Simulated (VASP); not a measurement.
# Te: single point with RPBE

Crystal: Te.

```
Te
1.0
     5.22326    0.00000    0.00000
     0.00000    5.22326    0.00000
     0.00000    0.00000    5.22326
Te
4
Cartesian
  4.5704 0.6529 3.2645
  1.9587 1.9587 1.9587
  0.6529 3.2645 4.5704
  3.2645 4.5704 0.6529
```

```yaml
Program: VASP 6.6.1
Task: single point
Functional: RPBE
Potentials_or_basis: VASP PAW PBE potentials, release 64 (Te)
Cutoff: 520 eV
k_mesh: 4 × 4 × 4
Occupations: fermi-dirac, width 0.05 eV
Spin: no spin polarisation
Dipole_correction: no
Further_INCAR_settings: ALGO = Normal; EDIFF = 1e-06; NBANDS = 20
```

* Pressure: 1.3 GPa
* Band gap on the k mesh: zero (band 12 reaches 5.81 eV, above the bottom of band 13 at 5.68 eV)

Levels at points of the mesh, in eV from the Fermi level:
```
           k point  band 10  band 11  band 12  band 13  band 14  band 15
(0.00, 0.00, 0.00)    -3.43    -0.93    -0.93     0.34     0.34     0.34
(0.50, 0.00, 0.00)    -1.77    -0.35    -0.35     0.50     0.50     0.93
(0.50, 0.50, 0.00)    -2.51    -2.10    -2.10     1.85     1.85     2.18
(0.50, 0.50, 0.50)     0.16     0.16     0.16     1.08     1.08     1.08
```

Wall time 19 s on 1 thread of AMD EPYC 9R45 96-Core Processor (Zen 5), with other jobs on the host, peak memory 0.2 GiB.

Caveat: the PAW data sets were made with another functional, which shifts forces and pressure a little; spin-orbit coupling is left out, which moves the levels of the heavy elements.
